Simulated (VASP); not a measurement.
# C (Fm-3m) in VASP: notebook

Runs on C. Level: LDA. Tasks: single point.

Everything below comes from runs of VASP 6.6.1. Logs are shortened: lines on timing, memory, paths and dates and some standing lists are left out, and cuts for length are marked.

### 1 The cell of the first run

The structure is cubic, space group Fm-3m (No. 225). Conventional cell: a = 3.016 Å, b = 3.016 Å, c = 3.016 Å, α = 90.00°, β = 90.00°, γ = 90.00°. C (site symmetry m-3m) has 12 C at 2.13 Å within 2.8 Å.

### 2 Single point, LDA

Input file INCAR:

```
SYSTEM = C
PREC = Accurate ; ENCUT = 520
EDIFF = 1E-7 ; ISMEAR = -1
SIGMA = 0.1 ; LREAL = .FALSE.
LASPH = .TRUE. ; NELM = 100
ALGO = Normal ; ISIF = 2
LWAVE = .FALSE. ; LCHARG = .FALSE.
GGA = CA ; NBANDS = 8
```

Input file KPOINTS:

```
Automatic mesh
0
G
  18 18 18
  0 0 0
```

Input file POSCAR:

```
C
1.0
    0.0000000000      1.5082433350      1.5082433350
    1.5082433350      0.0000000000      1.5082433350
    1.5082433350      1.5082433350      0.0000000000
C
1
Direct
    0.0000000000      0.0000000000      0.0000000000
```

Potentials or basis: VASP PAW LDA potentials, release 64 (C).

Started as:

```
$ cat potpaw_LDA.64/C/POTCAR > POTCAR
$ mpirun -np 1 vasp_std > vasp.out
```

OUTCAR:

```text
SYSTEM = C
   PREC = Accurate
   ENCUT = 520
   EDIFF = 1E-7
   ISMEAR = -1
   LREAL = .FALSE.
   LASPH = .TRUE.
   NELM = 100
   ISIF = 2
   GGA = CA

 ion  position               nearest neighbor table
   1  0.000  0.000  0.000-

  LATTYP: Found a face centered cubic cell.
 ALAT       =     3.0164866700

  Lattice vectors:

 A1 = (   0.0000000000,   1.5082433350,   1.5082433350)
 A2 = (   1.5082433350,   0.0000000000,   1.5082433350)
 A3 = (   1.5082433350,   1.5082433350,   0.0000000000)

Analysis of symmetry for initial positions (statically):
=====================================================================
 Subroutine PRICEL returns:
 Original cell was already a primitive cell.

 Routine SETGRP: Setting up the symmetry group for a
 face centered cubic supercell.

 Subroutine GETGRP returns: Found 48 space group operations
 (whereof 48 operations were pure point group operations)
 out of a pool of 48 trial point group operations.

The static configuration has the point symmetry O_h .

Analysis of symmetry for dynamics (positions and initial velocities):
=====================================================================
 Subroutine PRICEL returns:
 Original cell was already a primitive cell.

 Routine SETGRP: Setting up the symmetry group for a
 face centered cubic supercell.

 Subroutine GETGRP returns: Found 48 space group operations
 (whereof 48 operations were pure point group operations)
 out of a pool of 48 trial point group operations.

The dynamic configuration has the point symmetry O_h .

 Subroutine INISYM returns: Found 48 space group operations
 (whereof 48 operations are pure point group operations),
 and found     1 'primitive' translations

----------------------------------------------------------------------------------------

                                     Primitive cell

  volume of cell :       6.8619

  direct lattice vectors                    reciprocal lattice vectors
     0.000000000  1.508243335  1.508243335    -0.331511493  0.331511493  0.331511493
     1.508243335  0.000000000  1.508243335     0.331511493 -0.331511493  0.331511493
     1.508243335  1.508243335  0.000000000     0.331511493  0.331511493 -0.331511493

  length of vectors
     2.132978180  2.132978180  2.132978180     0.574194749  0.574194749  0.574194749

  position of ions in fractional coordinates (direct lattice)
[... 71 lines left out ...]
   ISPIN  =      1    spin polarized calculation?
   LNONCOLLINEAR =      F non collinear calculations
   LSORBIT =      F    spin-orbit coupling
   LASPH  =      T    aspherical Exc in radial PAW
   ENCUT  =  520.0 eV  38.22 Ry    6.18 a.u.   3.97  3.97  3.97*2*pi/ulx,y,z
   NELM   =    100;   NELMIN=  2; NELMDL= -5     # of ELM steps
   EDIFF  = 0.1E-06   stopping-criterion for ELM
   LREAL  =      F    real-space projection
   EDIFFG = 0.1E-05   stopping-criterion for IOM
   NSW    =      0    number of steps for IOM
   IBRION =     -1    ionic relax: 0-MD 1-quasi-New 2-CG
   NFREE  =      0    steps in history (QN), initial steepest desc. (CG)
   ISIF   =      2    stress and relaxation
   ISYM   =      2    0-nonsym 1-usesym 2-fastsym
   POTIM  = 0.5000    time-step for ionic-motion
   TEBEG  =    0.0;   TEEND  =   0.0 temperature during run
   PSTRESS=    0.0 pullay stress
   NELECT =       4.0000    total number of electrons
   NUPDOWN=      -1.0000    fix difference up-down
   EMIN   =  10.00;   EMAX   =-10.00  energy-range for DOS
   EFERMI =   0.00;   METHOD = LEGACY
   ISMEAR =    -1;   SIGMA  =   0.10  broadening in eV -4-tet -1-fermi 0-gaus
   EFERMI_NEDOS =   21; number of points for ismear=-14 and -15
   IALGO  =     38    algorithm
   IMIX   =      4    mixing-type and parameters
     AMIX     =   0.40;   BMIX     =  1.00
     AMIX_MAG =   1.60;   BMIX_MAG =  1.00
  volume/ion in A,a.u.               =       6.86        46.31
  Fermi-wavevector in a.u.,A,eV,Ry     =   1.367561  2.584316 25.445935  1.870223
  Thomas-Fermi vector in A             =   2.493603
   LORBIT       =      0    0 simple, 1 ext, 2 COOP (PROOUT), +10 PAW based schemes
   GGA     = CA    functional components
   LHFCALC =     F    Hartree Fock is set to
   AEXX    =    0.0000 exact exchange contribution
   IVDW    =     0    specifies the selected vdW correction
   LEPSILON=     F    determine dielectric tensor
   LRPA    =     F    only Hartree local field effects (RPA)
 non-spin polarized calculation
  energy-cutoff  :      520.00
  volume of cell :        6.86
 maximum number of plane-waves:       194
   NGX =  7   NGY =  7   NGZ =  7

 number of electron       4.0000000 magnetization

 Free energy of the ion-electron system (eV)
  ---------------------------------------------------
  ext. energy  EPLUGINS =         0.00000000
  ---------------------------------------------------
  free energy    TOTEN  =        -5.52402912 eV

  energy without entropy =       -5.51088854  energy(sigma->0) =       -5.51745883

 E-fermi :   8.5290     XC(G=0): -13.1031

 val. band max:        8.5166549814   @ k =  -0.3333   0.2778   0.0556
 cond. band min:       8.5431849167   @ k =  -0.3333   0.5000   0.1667
 fundamental gap:      0.0265299353
 Fermi energy:         8.5289952279

 k-point     1 :       0.0000    0.0000    0.0000
  band No.  band energies     occupation
      1     -10.9857      2.00000
      2      16.8368      0.00000
      3      16.8368      0.00000
      4      16.8368      0.00000
      5      39.3643      0.00000
      6      39.3643      0.00000
      7      39.3643      0.00000
      8      41.4153      0.00000
[... 243 lines left out ...]
 k-point    24 :      -0.2222    0.0556    0.0000
  band No.  band energies     occupation
      1      -8.4824      2.00000
      2      10.6095      0.00000
      3      15.0972      0.00000
      4      16.1963      0.00000
      5      34.1526      0.00000
      6      37.9926      0.00000
      7      39.7913      0.00000
      8      41.2699      0.00000

 [... further k-points ...]
[... 5 lines left out ...]
  --------------------------------------------------------------------------------------
  -------------------------------------------------------------------------------------
  Total        0.0223978      0.0223978      0.0223978     -0.0000000     -0.0000000      0.0000000
  in kB        5.2296390      5.2296390      5.2296390     -0.0000000     -0.0000000      0.0000000
  external PRESSURE =       5.2296390 kB  Pullay stress =       0.0000000 kB

 VOLUME and BASIS-vectors are now :
 -----------------------------------------------------------------------------
  energy-cutoff  :      520.00
  volume of cell :        6.86
      direct lattice vectors                 reciprocal lattice vectors
     0.000000000  1.508243335  1.508243335    -0.331511493  0.331511493  0.331511493
     1.508243335  0.000000000  1.508243335     0.331511493 -0.331511493  0.331511493
     1.508243335  1.508243335  0.000000000     0.331511493  0.331511493 -0.331511493

 POSITION                                       TOTAL-FORCE (eV/Angst)
 -----------------------------------------------------------------------------------
      0.00000      0.00000      0.00000         0.000000      0.000000      0.000000
 -----------------------------------------------------------------------------------
    total drift:                                0.000000     -0.000000      0.000000

  FREE ENERGIE OF THE ION-ELECTRON SYSTEM (eV)
  ---------------------------------------------------
  free  energy   TOTEN  =        -5.5240291183 eV

  energy  without entropy=       -5.5108885401  energy(sigma->0) =       -5.51745883
```

OSZICAR:

```text
N       E                     dE             d eps       ncg     rms          rms(c)
DAV:   1    -0.387277859238E+01   -0.38728E+01   -0.24313E+03  3456   0.487E+02
DAV:   2    -0.551858987358E+01   -0.16458E+01   -0.15430E+01  4176   0.283E+01
DAV:   3    -0.552464490890E+01   -0.60550E-02   -0.60467E-02  3472   0.185E+00
DAV:   4    -0.552464692381E+01   -0.20149E-05   -0.20146E-05  4480   0.317E-02
DAV:   5    -0.552464692446E+01   -0.65052E-09   -0.30575E-09  3544   0.222E-04    0.910E-01
DAV:   6    -0.552414036968E+01    0.50655E-03   -0.60738E-04  3248   0.139E-01    0.527E-01
DAV:   7    -0.552403566691E+01    0.10470E-03   -0.91070E-04  3224   0.177E-01    0.276E-02
DAV:   8    -0.552402888237E+01    0.67845E-05   -0.30096E-05  3232   0.365E-02    0.555E-03
DAV:   9    -0.552402904647E+01   -0.16411E-06   -0.85862E-08  4048   0.283E-03    0.311E-03
DAV:  10    -0.552402911832E+01   -0.71842E-07   -0.90489E-09  1992   0.748E-04
   1 F= -.55240291E+01 E0= -.55174588E+01  d E =-.131406E-01
```

Wall time 3.9 s (1 thread of Intel Xeon Platinum 8259CL at 2.50GHz (Skylake/Cascade Lake), shared host); peak memory 0.11 GiB.

Results:

* Free energy: -5.5240 eV
* Pressure: 0.5 GPa
* Band gap on the k mesh: zero (band 2 reaches 16.84 eV, above the bottom of band 3 at 5.26 eV)

### 3 Single point, LDA (volume scaled by 0.92)

Input file INCAR:

```
ALGO = Normal ; EDIFF = 1E-7
ENCUT = 520 ; GGA = CA
ISIF = 2 ; ISMEAR = -1
LASPH = T ; LCHARG = T
LELF = T ; LREAL = F
LVHAR = T ; LWAVE = F
NBANDS = 8 ; NELM = 60
PREC = Accurate ; SIGMA = 0.1
```

Input file KPOINTS:

```
k-points
0
Gamma
  20 20 20
```

Input file POSCAR:

```
C
1.0
    0.0000000000      1.4669006149      1.4669006149
    1.4669006149      0.0000000000      1.4669006149
    1.4669006149      1.4669006149      0.0000000000
C
1
Direct
    0.0000000000      0.0000000000      0.0000000000
```

Potentials or basis: VASP PAW LDA potentials, release 64 (C).

Started as:

```
$ cat potpaw_LDA.64/C/POTCAR > POTCAR
$ mpirun -np 1 vasp_std > vasp.out
```

Wall time 5.1 s (1 thread of Intel Xeon Platinum 8259CL at 2.50GHz (Skylake/Cascade Lake), shared host); peak memory 0.11 GiB.

Results (log left out):

- Free energy: -5.4947 eV
- Pressure: 17.6 GPa
- Band gap on the k mesh: zero (band 2 reaches 18.77 eV, above the bottom of band 3 at 6.23 eV)

Levels at points of the mesh, in eV from the Fermi level:
```
           k point  band 1  band 2  band 3  band 4  band 5  band 6
(0.00, 0.00, 0.00)  -20.73    8.98    8.98    8.98   31.99   31.99
(0.50, 0.00, 0.00)  -10.25   -9.81    6.98    6.98   27.45   29.11
(0.50, 0.50, 0.00)   -8.07   -5.18    2.28    2.28   15.83   16.78
```

### 4 Single point, LDA (volume scaled by 0.96)

Input file INCAR:

```
SYSTEM = C
  PREC = Accurate
  ENCUT = 520
  EDIFF = 1E-7
  ISMEAR = -1
  SIGMA = 0.1
  LREAL = .FALSE.
  LASPH = .TRUE.
  NELM = 100
  ALGO = Normal
  ISIF = 2
  LWAVE = .FALSE.
  LCHARG = .FALSE.
  NBANDS = 8
```

Input file KPOINTS:

```
regular mesh
0
G
  20 20 20
  0 0 0
```

Input file POSCAR:

```
C
1.0
    0.0000000000      1.4878591695      1.4878591695
    1.4878591695      0.0000000000      1.4878591695
    1.4878591695      1.4878591695      0.0000000000
C
1
Direct
    0.0000000000      0.0000000000      0.0000000000
```

Potentials or basis: VASP PAW LDA potentials, release 64 (C).

Started as:

```
$ cat potpaw_LDA.64/C/POTCAR > POTCAR
$ mpirun -np 1 vasp_std > vasp.out
```

OUTCAR:

```text
SYSTEM = C
   PREC = Accurate
   ENCUT = 520
   EDIFF = 1E-7
   ISMEAR = -1
   LREAL = .FALSE.
   LASPH = .TRUE.
   NELM = 100
   ISIF = 2

 ion  position               nearest neighbor table
   1  0.000  0.000  0.000-

  LATTYP: Found a face centered cubic cell.
 ALAT       =     2.9757183390

  Lattice vectors:

 A1 = (   0.0000000000,   1.4878591695,   1.4878591695)
 A2 = (   1.4878591695,   0.0000000000,   1.4878591695)
 A3 = (   1.4878591695,   1.4878591695,   0.0000000000)

Analysis of symmetry for initial positions (statically):
=====================================================================
 Subroutine PRICEL returns:
 Original cell was already a primitive cell.

 Routine SETGRP: Setting up the symmetry group for a
 face centered cubic supercell.

 Subroutine GETGRP returns: Found 48 space group operations
 (whereof 48 operations were pure point group operations)
 out of a pool of 48 trial point group operations.

The static configuration has the point symmetry O_h .

Analysis of symmetry for dynamics (positions and initial velocities):
=====================================================================
[... 152 lines left out ...]

  energy without entropy =       -5.50371541  energy(sigma->0) =       -5.51028785

 E-fermi :   9.1100     XC(G=0): -13.2953

 val. band max:        9.0828600313   @ k =   0.4500   0.3500   0.0500
 cond. band min:       9.1128191442   @ k =  -0.4500   0.3500   0.1500
 fundamental gap:      0.0299591128
 Fermi energy:         9.1100473354

 k-point     1 :       0.0000    0.0000    0.0000
  band No.  band energies     occupation
      1     -10.9621      2.00000
      2      17.7660      0.00000
      3      17.7660      0.00000
      4      17.7660      0.00000
      5      40.5281      0.00000
      6      40.5281      0.00000
      7      40.5281      0.00000
      8      43.2841      0.00000
[... 243 lines left out ...]
 k-point    24 :      -0.3500    0.0500    0.0000
  band No.  band energies     occupation
      1      -5.2093      2.00000
      2       5.3617      2.00000
      3      15.5234      0.00000
      4      16.2945      0.00000
      5      35.5306      0.00000
      6      36.9094      0.00000
      7      38.7269      0.00000
      8      41.7185      0.00000

 [... further k-points ...]
[... 5 lines left out ...]
  --------------------------------------------------------------------------------------
  -------------------------------------------------------------------------------------
  Total        0.3360357      0.3360357      0.3360357     -0.0000000      0.0000000      0.0000000
  in kB       81.7298125     81.7298125     81.7298125     -0.0000000      0.0000000      0.0000000
  external PRESSURE =      81.7298125 kB  Pullay stress =       0.0000000 kB

 VOLUME and BASIS-vectors are now :
 -----------------------------------------------------------------------------
  energy-cutoff  :      520.00
  volume of cell :        6.59
      direct lattice vectors                 reciprocal lattice vectors
     0.000000000  1.487859170  1.487859170    -0.336053311  0.336053311  0.336053311
     1.487859170  0.000000000  1.487859170     0.336053311 -0.336053311  0.336053311
     1.487859170  1.487859170  0.000000000     0.336053311  0.336053311 -0.336053311

 POSITION                                       TOTAL-FORCE (eV/Angst)
 -----------------------------------------------------------------------------------
      0.00000      0.00000      0.00000         0.000000      0.000000      0.000000
 -----------------------------------------------------------------------------------
    total drift:                                0.000000      0.000000      0.000000

  FREE ENERGIE OF THE ION-ELECTRON SYSTEM (eV)
  ---------------------------------------------------
  free  energy   TOTEN  =        -5.5168602872 eV

  energy  without entropy=       -5.5037154074  energy(sigma->0) =       -5.51028785
```

stdout:

```text
POSCAR found type information on POSCAR C
 POSCAR found :  1 types and       1 ions
 scaLAPACK will be used
 LDA part: xc-table for (Slater(with rela. corr.)+CA(PZ))
 , standard interpolation
 POSCAR, INCAR and KPOINTS ok, starting setup
 FFT: planning ... GRIDC
 FFT: planning ... GRID_SOFT
 FFT: planning ... GRID
 WAVECAR not read
 entering main loop
```

Run time: 5 s. Hardware: 1 thread of Intel Xeon Platinum 8259CL at 2.50GHz (Skylake/Cascade Lake), shared host; peak memory 0.11 GiB.

Results:

| Property | Result |
| --- | --- |
| Free energy | -5.5169 eV |
| Pressure | 8.2 GPa |
| Band gap on the k mesh | zero (band 2 reaches 17.77 eV, above the bottom of band 3 at 5.39 eV) |

Levels at points of the mesh, in eV from the Fermi level:
```csv
k point,band 1,band 2,band 3,band 4,band 5,band 6
"(0.00, 0.00, 0.00)",-20.07,8.66,8.66,8.66,31.42,31.42
"(0.50, 0.00, 0.00)",-9.75,-9.62,6.75,6.75,26.63,28.63
"(0.50, 0.50, 0.00)",-7.66,-5.20,2.27,2.27,15.51,16.66
```

### 5 Single point, LDA

Input file INCAR:

```
SYSTEM = C
PREC = Accurate ; ENCUT = 520
EDIFF = 1E-7 ; ISMEAR = -1
SIGMA = 0.1 ; LREAL = .FALSE.
LASPH = .TRUE. ; NELM = 100
ALGO = Normal ; ISIF = 2
LWAVE = .FALSE. ; LCHARG = .FALSE.
NBANDS = 8
```

KPOINTS is that of step 4.

Input file POSCAR:

```
C
1.0
    0.0000000000      1.5082433350      1.5082433350
    1.5082433350      0.0000000000      1.5082433350
    1.5082433350      1.5082433350      0.0000000000
C
1
Direct
    0.0000000000      0.0000000000      0.0000000000
```

Started as:

```
$ cat potpaw_LDA.64/C/POTCAR > POTCAR
$ mpirun -np 1 vasp_std > vasp.out
```

Wall time 5.1 s (1 thread of Intel Xeon Platinum 8259CL at 2.50GHz (Skylake/Cascade Lake), shared host); peak memory 0.11 GiB.

Results (log left out):

| Quantity | Value |
| --- | --- |
| Free energy | -5.5243 eV |
| Pressure | 0.3 GPa |
| Band gap on the k mesh | zero (band 2 reaches 16.84 eV, above the bottom of band 3 at 4.63 eV) |

Levels at points of the mesh, in eV from the Fermi level:
| k point | band 1 | band 2 | band 3 | band 4 | band 5 | band 6 |
| --- | --- | --- | --- | --- | --- | --- |
| (0.00, 0.00, 0.00) | -19.47 | 8.35 | 8.35 | 8.35 | 30.88 | 30.88 |
| (0.50, 0.00, 0.00) | -9.44 | -9.29 | 6.53 | 6.53 | 25.88 | 28.17 |
| (0.50, 0.50, 0.00) | -7.28 | -5.22 | 2.26 | 2.26 | 15.22 | 16.54 |

### 6 Single point, LDA (volume scaled by 1.04)

Input file INCAR:

```
ALGO     = Normal         # electronic algorithm
EDIFF    = 1E-7           # SCF threshold, eV
ENCUT    = 520            # plane-wave cutoff, eV
GGA      = CA             # functional
ISIF     = 2              # what is computed and relaxed
ISMEAR   = -1             # smearing method
LASPH    = T              # aspherical terms in the spheres
LCHARG   = F              # write CHGCAR
LREAL    = F              # projectors in reciprocal space
LWAVE    = F              # write WAVECAR
NBANDS   = 8              # bands
NELM     = 60             # most SCF steps
PREC     = Accurate       # precision mode
SIGMA    = 0.1            # smearing width, eV
```

Input file KPOINTS:

```
k-points
0
Gamma
  20 20 20
```

Input file POSCAR:

```
C
1.0
    0.0000000000      1.5280909181      1.5280909181
    1.5280909181      0.0000000000      1.5280909181
    1.5280909181      1.5280909181      0.0000000000
C
1
Direct
    0.0000000000      0.0000000000      0.0000000000
```

Potentials or basis: VASP PAW LDA potentials, release 64 (C).

Started as:

```
$ cat potpaw_LDA.64/C/POTCAR > POTCAR
$ mpirun -np 1 vasp_std > vasp.out
```

Run time: 5 s. Hardware: 1 thread of Intel Xeon Platinum 8259CL at 2.50GHz (Skylake/Cascade Lake), shared host; peak memory 0.11 GiB.

It converged, with:

| Quantity | Value |
| --- | --- |
| Free energy | -5.5193 eV |
| Pressure | -6.2 GPa |
| Band gap on the k mesh | zero (band 2 reaches 15.97 eV, above the bottom of band 3 at 4.29 eV) |

Levels at points of the mesh, in eV from the Fermi level:
| k point | band 1 | band 2 | band 3 | band 4 | band 5 |
| --- | --- | --- | --- | --- | --- |
| (0.00, 0.00, 0.00) | -18.92 | 8.06 | 8.06 | 8.06 | 30.37 |
| (0.50, 0.00, 0.00) | -9.29 | -8.87 | 6.32 | 6.32 | 25.17 |
| (0.50, 0.50, 0.00) | -6.93 | -5.26 | 2.24 | 2.24 | 14.94 |

### 7 Summary

| cell | k mesh | gap on the mesh (eV) | pressure (GPa) |
| --- | --- | --- | --- |
| a = 2.133 Å, angles 60.0°, 1 atom | 18 × 18 × 18 | none | 0.5 |
| a = 2.075 Å, angles 60.0°, 1 atom | 20 × 20 × 20 | none | 17.6 |
| a = 2.104 Å, angles 60.0°, 1 atom | 20 × 20 × 20 | none | 8.2 |
| a = 2.133 Å, angles 60.0°, 1 atom | 20 × 20 × 20 | none | 0.3 |
| a = 2.161 Å, angles 60.0°, 1 atom | 20 × 20 × 20 | none | -6.2 |

Alike in all rows: task single point; level LDA; potentials or basis VASP PAW LDA potentials, release 64 (C); no spin polarisation; cutoff (eV) 520; smearing fermi-dirac 0.1 eV.

Total energies depend on the potentials used, so only differences within one code and one set of settings carry meaning.
